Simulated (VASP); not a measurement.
Write the native input for VASP 6.6.1 that does the following.

| Quantity | Value |
| --- | --- |
| Task | single point |
| Functional | RPBE |
| Potentials or basis | VASP PAW PBE potentials, release 64 (Al, N) |
| Cutoff | 520 eV |
| k mesh | 11 × 11 × 11 |
| Occupations | gaussian, width 0.1 eV |
| Spin | no spin polarisation |
| Dipole correction | no |
| Further INCAR settings | ALGO = Normal; EDIFF = 1e-06; NBANDS = 11 |

The structure of AlN lies in POSCAR:

```
AlN
1.0
    0.0000000000      2.0345180000      2.0345180000
    2.0345180000      0.0000000000      2.0345180000
    2.0345180000      2.0345180000      0.0000000000
Al N
1 1
Direct
    0.5000000000      0.5000000000      0.5000000000
    0.0000000000      0.0000000000      0.0000000000
```

These files were run (other wordings do the same):

INCAR

```
SYSTEM = AlN
PREC = Accurate
ENCUT = 520
EDIFF = 1E-6
ISMEAR = 0
SIGMA = 0.1
LREAL = .FALSE.
LASPH = .TRUE.
NELM = 60
ALGO = Normal
ISIF = 2
LWAVE = .FALSE.
LCHARG = .FALSE.
GGA = RP
NBANDS = 11
```

KPOINTS

```
Automatic mesh
0
G
  11 11 11
  0 0 0
```

Potentials or basis: VASP PAW PBE potentials, release 64 (Al, N).

The run is started by

```bash
$ cat potpaw_PBE.64/Al/POTCAR potpaw_PBE.64/N/POTCAR > POTCAR
$ mpirun -np 1 vasp_std > vasp.out
```

It gave:

* Pressure: 4.1 GPa
* Band gap on the k mesh: 4.66 eV, indirect (least direct gap 5.43 eV)

Caveat: the PAW data sets were made with another functional, which shifts forces and pressure a little.

Wall time 10 s on 1 thread of Intel(R) Xeon(R) Platinum 8259CL CPU @ 2.50GHz (Skylake/Cascade Lake) (shared host), peak memory 0.13 GiB.
